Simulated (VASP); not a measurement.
Wanted: the native input for a VASP 6.6.1 run.

* Task: single point
* Functional: PBE
* Potentials or basis: VASP PAW PBE potentials, release 64 (Zn, Au)
* Cutoff: 520 eV
* k mesh: 14 × 14 × 14
* Occupations: gaussian, width 0.1 eV
* Spin: no spin polarisation
* Dipole correction: no
* Further INCAR settings: ALGO = Normal; EDIFF = 1e-07; NBANDS = 18

The structure of ZnAu lies in POSCAR:

```
ZnAu
1.0
    3.1866968846      0.0000000000      0.0000000000
    0.0000000000      3.1866968846      0.0000000000
    0.0000000000      0.0000000000      3.1866968846
Zn Au
1 1
Direct
    0.5000000000      0.5000000000      0.5000000000
    0.0000000000      0.0000000000      0.0000000000
```

The input as run:

INCAR

```
SYSTEM = ZnAu
ALGO     = Normal         ! electronic algorithm
EDIFF    = 1E-7           ! SCF threshold, eV
ENCUT    = 520            ! plane-wave cutoff, eV
GGA      = PE             ! functional
ISIF     = 2              ! what is computed and relaxed
ISMEAR   = 0              ! smearing method
LASPH    = .TRUE.         ! aspherical terms in the spheres
LCHARG   = .FALSE.        ! write CHGCAR
LREAL    = .FALSE.        ! projectors in reciprocal space
LWAVE    = .FALSE.        ! write WAVECAR
NBANDS   = 18             ! bands
NELM     = 80             ! most SCF steps
PREC     = Accurate       ! precision mode
SIGMA    = 0.1            ! smearing width, eV
```

KPOINTS

```
k-points
0
G
  14 14 14
  0 0 0
```

Potentials or basis: VASP PAW PBE potentials, release 64 (Zn, Au).

Command:

```sh
$ cat potpaw_PBE.64/Zn/POTCAR potpaw_PBE.64/Au/POTCAR > POTCAR
$ mpirun -np 1 vasp_std > vasp.out
```

Results of the run:

* Pressure: 0.1 GPa

It took 22 s on 1 thread of Intel(R) Xeon(R) Platinum 8488C (Sapphire Rapids) (shared host), peak memory 0.2 GiB.
